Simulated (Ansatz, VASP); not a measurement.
TaF3 in VASP and in Ansatz

Contents of INCAR:

```
SYSTEM = TaF3
ALGO = Normal
EDIFF = 1E-6
ENCUT = 520
GGA = PE
ISIF = 2
ISMEAR = 0
LASPH = .True.
LCHARG = .True.
LELF = .True.
LREAL = .False.
LVHAR = .True.
LWAVE = .False.
NBANDS = 24
NELM = 100
PREC = Accurate
SIGMA = 0.15
```

Contents of KPOINTS:

```
k-points
0
Gamma
  12 12 12
  0 0 0
```

POSCAR

```
TaF3
1.0
    3.8426820000      0.0000000000      0.0000000000
    0.0000000000      3.8426820000      0.0000000000
    0.0000000000      0.0000000000      4.0182360000
Ta F
1 3
Direct
    0.0000000000      0.0000000000      0.0000000000
    0.5000000000      0.0000000000      0.0000000000
    0.0000000000      0.5000000000      0.0000000000
    0.0000000000      0.0000000000      0.5000000000
```

Input for Ansatz:

```yaml
crystal:
  lattice:
    - [3.842682, 0.0, 0.0]
    - [0.0, 3.842682, 0.0]
    - [0.0, 0.0, 4.018236]
  atoms:
    - { symbol: Ta, position: [0.0, 0.0, 0.0] }
    - { symbol: F, position: [0.5, 0.0, 0.0] }
    - { symbol: F, position: [0.0, 0.5, 0.0] }
    - { symbol: F, position: [0.0, 0.0, 0.5] }
basis:
  ecutwfc: 420
kpoints:
  mp_grid: { grid: [12, 12, 12] }
hamiltonian:
  xc: pbe
scf:
  occupations: { method: gaussian, width: 0.15 }
output:
  forces: true
  stress: true
  eigenvalues: true
```

Change from the starting cell: strain -0.015 along x and y, +0.030 along z, atoms carried along.

Alike in both runs: task single point; functional PBE; k mesh 12 × 12 × 12; occupations gaussian, width 0.15 eV; no spin polarisation.

|  | VASP | Ansatz |
| --- | --- | --- |
| version | VASP 6.6.1 | Ansatz 0.2.0 |
| potentials or method | VASP PAW PBE potentials, release 64 (Ta_pv, F), cutoff 520 eV | scalar-relativistic, plane waves, PAW |
| valence electrons in the cell | 32 | 34 |

|  | VASP | Ansatz | Ansatz less VASP |
| --- | --- | --- | --- |
| gap on the k mesh at the Fermi level (eV) | none | none | - |
| pressure (GPa) | 26.9 | 26.4 | -0.50 |
| traceless stress, the component that is largest in VASP (GPa) | -12.52 | -12.28 | +0.240 |

A gap of «none» marks a metal or a gap that the smearing closes. VASP's potentials hold 32 valence electrons a cell and Ansatz's 34, so a difference there can come from the potentials and not from the codes.

Neither program's run includes spin-orbit coupling.
